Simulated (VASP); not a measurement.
# BN (P4_2/mnm) in VASP: notebook, part 2 of 2

VASP 6.6.1.

### 4 Single point, PBE

This run uses another cell than the first one, of the same volume but with other edges.

Contents of INCAR:

```
PREC = Accurate
ENCUT = 520
EDIFF = 1E-6
ISMEAR = 0
SIGMA = 0.05
LREAL = F
LASPH = T
NELM = 80
ALGO = Normal
ISIF = 2
LWAVE = F
LCHARG = F
GGA = PE
NBANDS = 26
```

Contents of KPOINTS:

```
Automatic mesh
0
Gamma
  6 6 10
```

Contents of POSCAR:

```
BN
1.0
    4.3895000000      0.0000000000      0.0000000000
    0.0000000000      4.3895000000      0.0000000000
    0.0000000000      0.0000000000      2.6257000000
B N
4 4
Direct
    0.1742811368      0.8257188632      0.5000000000
    0.3257188632      0.3257188632      0.0000000000
    0.6742811368      0.6742811368      0.0000000000
    0.8257188632      0.1742811368      0.5000000000
    0.8126115048      0.8126115048      0.5000000000
    0.3126115048      0.6873884952      0.0000000000
    0.6873884952      0.3126115048      0.0000000000
    0.1873884952      0.1873884952      0.5000000000
```

Potentials or basis: VASP PAW PBE potentials, release 64 (B, N).

Started as:

```sh
$ cat potpaw_PBE.64/B/POTCAR potpaw_PBE.64/N/POTCAR > POTCAR
$ mpirun -np 1 vasp_std > vasp.out
```

OUTCAR:

```text
PREC = Accurate
   ENCUT = 520
   EDIFF = 1E-6
   ISMEAR = 0
   LREAL = F
   LASPH = T
   NELM = 80
   ISIF = 2
   GGA = PE

 ion  position               nearest neighbor table
   1  0.174  0.826  0.500-   6 1.57   6 1.57   8 1.59   5 1.59   4 2.16
   2  0.326  0.326  0.000-   8 1.57   8 1.57   6 1.59   7 1.59   3 2.16
   3  0.674  0.674  0.000-   5 1.57   5 1.57   7 1.59   6 1.59   2 2.16
   4  0.826  0.174  0.500-   7 1.57   7 1.57   8 1.59   5 1.59   1 2.16
   5  0.813  0.813  0.500-   3 1.57   3 1.57   4 1.59   1 1.59
   6  0.313  0.687  0.000-   1 1.57   1 1.57   3 1.59   2 1.59
   7  0.687  0.313  0.000-   4 1.57   4 1.57   2 1.59   3 1.59
   8  0.187  0.187  0.500-   2 1.57   2 1.57   4 1.59   1 1.59

  LATTYP: Found a simple tetragonal cell.
 ALAT       =     4.3895000000
 C/A-ratio  =     0.5981774690

  Lattice vectors:

 A1 = (   4.3895000000,   0.0000000000,   0.0000000000)
 A2 = (   0.0000000000,   4.3895000000,   0.0000000000)
 A3 = (   0.0000000000,   0.0000000000,   2.6257000000)

Analysis of symmetry for initial positions (statically):
=====================================================================
 Subroutine PRICEL returns:
 Original cell was already a primitive cell.

 Routine SETGRP: Setting up the symmetry group for a
 simple tetragonal supercell.

 Subroutine GETGRP returns: Found 16 space group operations
 (whereof  8 operations were pure point group operations)
 out of a pool of 16 trial point group operations.

The static configuration has the point symmetry D_2h.
 The point group associated with its full space group is D_4h.

Analysis of symmetry for dynamics (positions and initial velocities):
=====================================================================
 Subroutine PRICEL returns:
 Original cell was already a primitive cell.

 Routine SETGRP: Setting up the symmetry group for a
 simple tetragonal supercell.

 Subroutine GETGRP returns: Found 16 space group operations
 (whereof  8 operations were pure point group operations)
 out of a pool of 16 trial point group operations.

The dynamic configuration has the point symmetry D_2h.
 The point group associated with its full space group is D_4h.

 Subroutine INISYM returns: Found 16 space group operations
 (whereof  8 operations are pure point group operations),
 and found     1 'primitive' translations

----------------------------------------------------------------------------------------

                                     Primitive cell

  volume of cell :      50.5912

  direct lattice vectors                    reciprocal lattice vectors
     4.389500000  0.000000000  0.000000000     0.227816380  0.000000000  0.000000000
     0.000000000  4.389500000  0.000000000     0.000000000  0.227816380  0.000000000
     0.000000000  0.000000000  2.625700000     0.000000000  0.000000000  0.380850821

  length of vectors
     4.389500000  4.389500000  2.625700000     0.227816380  0.227816380  0.380850821

  position of ions in fractional coordinates (direct lattice)
     0.174281137  0.825718863  0.500000000
     0.325718863  0.325718863  0.000000000
     0.674281137  0.674281137  0.000000000
[... 39 lines left out ...]
 ===========================================

 Found     60 irreducible k-points:

 Following reciprocal coordinates:
            Coordinates               Weight
  0.000000  0.000000  0.000000      1.000000
  0.166667  0.000000  0.000000      4.000000
  0.333333  0.000000  0.000000      4.000000
  0.500000  0.000000  0.000000      2.000000
  0.166667  0.166667  0.000000      4.000000
  0.333333  0.166667  0.000000      8.000000
[... 16 lines left out ...]
  0.333333  0.000000  0.200000      8.000000
  0.500000  0.000000  0.200000      4.000000
 [... further k-points ...]
   k-points           NKPTS =     60   k-points in BZ     NKDIM =     60   number of bands    NBANDS=     26
   number of dos      NEDOS =    301   number of ions     NIONS =      8
   total plane-waves  NPLWV =  25920
   dimension x,y,z NGX =    36 NGY =   36 NGZ =   20
   dimension x,y,z NGXF=    72 NGYF=   72 NGZF=   40
   ions per type =               4   4
   NGX,Y,Z   is equivalent  to a cutoff of  13.63, 13.63, 12.66 a.u.
   NGXF,Y,Z  is equivalent  to a cutoff of  27.27, 27.27, 25.33 a.u.
 SYSTEM =  unknown system
   PREC   = accura    normal or accurate (medium, high low for compatibility)
   ISTART =      0    job   : 0-new  1-cont  2-samecut
   ICHARG =      2    charge: 1-file 2-atom 10-const
   ISPIN  =      1    spin polarized calculation?
   LNONCOLLINEAR =      F non collinear calculations
   LSORBIT =      F    spin-orbit coupling
   LASPH  =      T    aspherical Exc in radial PAW
   ENCUT  =  520.0 eV  38.22 Ry    6.18 a.u.   8.16  8.16  4.88*2*pi/ulx,y,z
   NELM   =     80;   NELMIN=  2; NELMDL= -5     # of ELM steps
   EDIFF  = 0.1E-05   stopping-criterion for ELM
   LREAL  =      F    real-space projection
   EDIFFG = 0.1E-04   stopping-criterion for IOM
   NSW    =      0    number of steps for IOM
   IBRION =     -1    ionic relax: 0-MD 1-quasi-New 2-CG
   NFREE  =      0    steps in history (QN), initial steepest desc. (CG)
   ISIF   =      2    stress and relaxation
   ISYM   =      2    0-nonsym 1-usesym 2-fastsym
   POTIM  = 0.5000    time-step for ionic-motion
   TEBEG  =    0.0;   TEEND  =   0.0 temperature during run
   PSTRESS=    0.0 pullay stress
   NELECT =      32.0000    total number of electrons
   NUPDOWN=      -1.0000    fix difference up-down
   EMIN   =  10.00;   EMAX   =-10.00  energy-range for DOS
   EFERMI =   0.00;   METHOD = LEGACY
   ISMEAR =     0;   SIGMA  =   0.05  broadening in eV -4-tet -1-fermi 0-gaus
   EFERMI_NEDOS =   21; number of points for ismear=-14 and -15
   IALGO  =     38    algorithm
   IMIX   =      4    mixing-type and parameters
     AMIX     =   0.40;   BMIX     =  1.00
     AMIX_MAG =   1.60;   BMIX_MAG =  1.00
  volume/ion in A,a.u.               =       6.32        42.68
  Fermi-wavevector in a.u.,A,eV,Ry     =   1.405292  2.655616 26.869387  1.974844
  Thomas-Fermi vector in A             =   2.527767
   LORBIT       =      0    0 simple, 1 ext, 2 COOP (PROOUT), +10 PAW based schemes
   GGA     = PE    functional components
   LHFCALC =     F    Hartree Fock is set to
   AEXX    =    0.0000 exact exchange contribution
   IVDW    =     0    specifies the selected vdW correction
   LEPSILON=     F    determine dielectric tensor
   LRPA    =     F    only Hartree local field effects (RPA)
 non-spin polarized calculation
 Gauss-broadening in eV      SIGMA  =   0.05
  energy-cutoff  :      520.00
  volume of cell :       50.59
 maximum number of plane-waves:      1380
 NGX is ok and might be reduce to    36

 number of electron      32.0000002 magnetization

 Free energy of the ion-electron system (eV)
  ---------------------------------------------------
  ext. energy  EPLUGINS =         0.00000000
  ---------------------------------------------------
  free energy    TOTEN  =       -68.86109686 eV

  energy without entropy =      -68.86109686  energy(sigma->0) =      -68.86109686

 E-fermi :   6.9540     XC(G=0): -12.3852

 val. band max:        6.7492071410   @ k =   0.0000   0.0000   0.0000
 cond. band min:      11.5164424596   @ k =   0.0000   0.0000   0.3000
 fundamental gap:      4.7672353186
 Fermi energy:         6.9539510434

 k-point     1 :       0.0000    0.0000    0.0000
  band No.  band energies     occupation
      1     -13.2098      2.00000
      2      -9.0893      2.00000
      3      -9.0893      2.00000
      4      -9.0056      2.00000
      5      -2.7501      2.00000
      6      -2.2985      2.00000
[... 685 lines left out ...]
     25      18.8681      0.00000
     26      18.8904      0.00000

 [... further k-points ...]
[... 5 lines left out ...]
  --------------------------------------------------------------------------------------
  -------------------------------------------------------------------------------------
  Total        1.4761189      1.4761189     -7.9328979     -0.0000000      0.0000000      0.0000000
  in kB       46.7473199     46.7473199   -251.2275349     -0.0000000      0.0000000      0.0000000
  external PRESSURE =     -52.5776317 kB  Pullay stress =       0.0000000 kB

 VOLUME and BASIS-vectors are now :
 -----------------------------------------------------------------------------
  energy-cutoff  :      520.00
  volume of cell :       50.59
      direct lattice vectors                 reciprocal lattice vectors
     4.389500000  0.000000000  0.000000000     0.227816380  0.000000000  0.000000000
     0.000000000  4.389500000  0.000000000     0.000000000  0.227816380  0.000000000
     0.000000000  0.000000000  2.625700000     0.000000000  0.000000000  0.380850821

 POSITION                                       TOTAL-FORCE (eV/Angst)
 -----------------------------------------------------------------------------------
      0.76501      3.62449      1.31285         0.052452     -0.052452     -0.000000
      1.42974      1.42974      0.00000        -0.052452     -0.052452     -0.000000
      2.95976      2.95976      0.00000         0.052452      0.052452      0.000000
      3.62449      0.76501      1.31285        -0.052452      0.052452      0.000000
      3.56696      3.56696      1.31285        -0.213723     -0.213723      0.000000
      1.37221      3.01729      0.00000        -0.213723      0.213723     -0.000000
      3.01729      1.37221      0.00000         0.213723     -0.213723      0.000000
      0.82254      0.82254      1.31285         0.213723      0.213723     -0.000000
 -----------------------------------------------------------------------------------
    total drift:                                0.000000      0.000000      0.000000

  FREE ENERGIE OF THE ION-ELECTRON SYSTEM (eV)
  ---------------------------------------------------
  free  energy   TOTEN  =       -68.8610968616 eV

  energy  without entropy=      -68.8610968616  energy(sigma->0) =      -68.86109686
```

Wall time 26 s (1 thread of Intel Xeon 6975P-C (Granite Rapids), shared host); peak memory 0.19 GiB.

What came out:

```
Free energy            : -68.8611 eV
Pressure               : -5.3 GPa
Largest force          : 0.302 eV/Å
Band gap on the k mesh : 4.77 eV, indirect (least direct gap 5.79 eV)
```

Forces in eV/Å, atoms in the order of the input:
```
B    0.052 -0.052  0.000
B   -0.052 -0.052  0.000
B    0.052  0.052  0.000
B   -0.052  0.052  0.000
N   -0.214 -0.214  0.000
N   -0.214  0.214  0.000
N    0.214 -0.214  0.000
N    0.214  0.214  0.000
```

Stress tensor (GPa, compression positive):
```
  4.67   0.00   0.00
  0.00   4.67   0.00
  0.00   0.00 -25.12
```

Levels at points of the mesh, in eV from the valence-band top:
| k point | band 13 | band 14 | band 15 | band 16 | band 17 | band 18 | band 19 | band 20 |
| --- | --- | --- | --- | --- | --- | --- | --- | --- |
| (0.00, 0.00, 0.00) | -0.61 | -0.47 | 0.00 | 0.00 | 6.03 | 6.88 | 8.54 | 8.75 |
| (0.50, 0.00, 0.00) | -1.66 | -1.66 | -1.33 | -1.33 | 7.12 | 7.12 | 8.28 | 8.28 |
| (0.50, 0.50, 0.00) | -2.77 | -2.77 | -2.41 | -2.41 | 7.46 | 7.46 | 7.52 | 7.52 |
| (0.00, 0.00, 0.50) | -4.10 | -4.10 | -3.44 | -3.44 | 6.46 | 6.46 | 10.28 | 10.28 |
| (0.50, 0.00, 0.50) | -3.68 | -3.68 | -2.06 | -2.06 | 6.83 | 6.83 | 8.85 | 8.85 |
| (0.50, 0.50, 0.50) | -3.10 | -3.10 | -2.45 | -2.45 | 6.21 | 6.21 | 7.08 | 7.08 |

A k mesh can miss the band edges.

### 5 Overview

```tsv
cell	gap on the mesh (eV)	pressure (GPa)	largest force (eV/Å)
a = 4.323, b = 4.323, c = 2.702 Å, 8 atoms	4.71	-4.2	0.76
a = 4.456, b = 4.456, c = 2.549 Å, 8 atoms	4.83	-4.6	0.09
a = 4.389, b = 4.389, c = 2.626 Å, 8 atoms	4.77	-5.3	0.30
```

Alike in all rows: task single point; level PBE; potentials or basis VASP PAW PBE potentials, release 64 (B, N); no spin polarisation; k mesh 6 × 6 × 10; cutoff (eV) 520; smearing gaussian 0.05 eV.

Absolute energies hang on the potentials; compare differences alone.
